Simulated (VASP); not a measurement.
Wanted: the native input for a VASP 6.6.1 run.

* Task: single point
* Functional: PBEsol
* Potentials or basis: VASP PAW PBE potentials, release 64 (B, N)
* Cutoff: 520 eV
* k mesh: 7 × 4 × 1
* Occupations: gaussian, width 0.05 eV
* Spin: no spin polarisation
* Dipole correction: yes
* Further INCAR settings: LREAL = Auto; ALGO = Normal; EDIFF = 1e-06; NBANDS = 91

The structure of BN lies in POSCAR:

```
BN
1.0
    4.3376594601      0.0000000000      0.0000000000
   -2.1688297300      7.1299101424      0.0000000000
    0.0000000000      0.0000000000     24.8617004677
B N
17 17
Direct
    0.2192542983      0.2390979660      0.3149161915
    0.2360139975      0.6689424235      0.3368042490
    0.7606346493      0.2037872770      0.3497834729
    0.6710271632      0.6567424565      0.3728495764
    0.2323753883      0.1578196551      0.4021311627
    0.1630028022      0.6301636447      0.4265026147
    0.7169133343      0.1220959379      0.4502899466
    0.6474365113      0.6028654894      0.4746302158
    0.1991292401      0.0881100614      0.5000016899
    0.1325925197      0.5731769360      0.5253648649
    0.6829283172      0.0541266928      0.5497135739
    0.6208608090      0.5458786314      0.5734924613
    0.1626707447      0.0184109575      0.5978728156
    0.1023043441      0.5192938984      0.6271452355
    0.6449694599      0.9724582123      0.6502215710
    0.6550981206      0.5071083441      0.6631911355
    0.0682795568      0.9371484978      0.6850890630
    0.9385566634      0.2542837647      0.3010083014
    0.5291876954      0.6787610626      0.3223671676
    0.4234527167      0.1991415847      0.3526339440
    1.0054024072      0.6558620158      0.3760726580
    0.8999730132      0.1588344149      0.4007851901
    0.4965229569      0.6313749707      0.4248318335
    0.3827835291      0.1208167738      0.4507113046
    0.9806325766      0.6028657419      0.4756548754
    0.8660926777      0.0881111150      0.5000017424
    0.4657873339      0.5731747545      0.5243401312
    0.3500786667      0.0554076556      0.5492922898
    0.9531687590      0.5446651162      0.5751631404
    0.8292542807      0.0173980924      0.5992188942
    0.4375615831      0.5201779790      0.6239223129
    0.3124313554      0.9770994598      0.6473707439
    0.9384564947      0.4972933797      0.6776283696
    0.7723970091      0.9219669876      0.6989972610
```

The input as run:

INCAR

```
SYSTEM = BN
ALGO     = Normal         ! electronic algorithm
DIPOL    = 0.5 0.5 0.500
EDIFF    = 1E-6           ! SCF threshold, eV
ENCUT    = 520            ! plane-wave cutoff, eV
GGA      = PS             ! functional
IDIPOL   = 3            
ISIF     = 2              ! what is computed and relaxed
ISMEAR   = 0              ! smearing method
LASPH    = .TRUE.         ! aspherical terms in the spheres
LCHARG   = .FALSE.        ! write CHGCAR
LDIPOL   = .TRUE.       
LREAL    = Auto         
LWAVE    = .FALSE.        ! write WAVECAR
NBANDS   = 91             ! bands
NELM     = 80             ! most SCF steps
PREC     = Accurate       ! precision mode
SIGMA    = 0.05           ! smearing width, eV
```

KPOINTS

```
k-points
0
G
  7 4 1
  0 0 0
```

Potentials or basis: VASP PAW PBE potentials, release 64 (B, N).

Launch:

```console
$ cat potpaw_PBE.64/B/POTCAR potpaw_PBE.64/N/POTCAR > POTCAR
$ mpirun -np 1 vasp_std > vasp.out
```

It gave:

The largest force is 0.050 eV/Å and the band gap on the k mesh is 3.83 eV (least direct gap 3.84 eV).

Caveat: the PAW data sets were made with another functional, which shifts forces and pressure a little.

It took 51 min on 1 thread of Oxide Virtual Turin-like Processor, with other jobs on the host, peak memory 1 GiB.
